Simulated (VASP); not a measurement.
Write the native input for VASP 6.6.1 that does the following.

```yaml
Task: single point
Functional: LDA
Potentials_or_basis: VASP PAW LDA potentials, release 64 (Cd, Se)
Cutoff: 520 eV
k_mesh: 8 × 8 × 8
Occupations: fermi-dirac, width 0.03 eV
Spin: no spin polarisation
Dipole_correction: no
Further_INCAR_settings: ALGO = Normal; EDIFF = 1e-06; NBANDS = 16
```

The structure of CdSe lies in POSCAR:

```
CdSe
1.0
   -0.0921081360      3.0242171306      3.0242171306
    3.0242171306     -0.0921081360      3.0242171306
    3.0242171306      3.0242171306     -0.0921081360
Cd Se
1 1
Direct
    0.0000000000      0.0000000000      0.0000000000
    0.2500000000      0.2500000000      0.2500000000
```

This cell differs from its parent crystal: equal xy, yz and zx shear strains of -3 %.

One way to write it, as run:

INCAR

```
SYSTEM = CdSe
PREC = Accurate
ENCUT = 520
EDIFF = 1E-6
ISMEAR = -1
SIGMA = 0.03
LREAL = .False.
LASPH = .True.
NELM = 60
ALGO = Normal
ISIF = 2
LWAVE = .False.
LCHARG = .False.
NBANDS = 16
```

KPOINTS

```
Automatic mesh
0
Gamma
  8 8 8
  0 0 0
```

Potentials or basis: VASP PAW LDA potentials, release 64 (Cd, Se).

The run is started by

```bash
$ cat potpaw_LDA.64/Cd/POTCAR potpaw_LDA.64/Se/POTCAR > POTCAR
$ mpirun -np 1 vasp_std > vasp.out
```

It gave:

```
Pressure               : -2.7 GPa
Largest force          : 0.308 eV/Å
Band gap on the k mesh : 0.32 eV, direct
```

Caveat: the cell differs from its parent crystal (equal xy, yz and zx shear strains of -3 %).

Run time: 38 s on 1 thread of Intel Xeon 6975P-C, with other jobs on the host, peak memory 0.19 GiB.
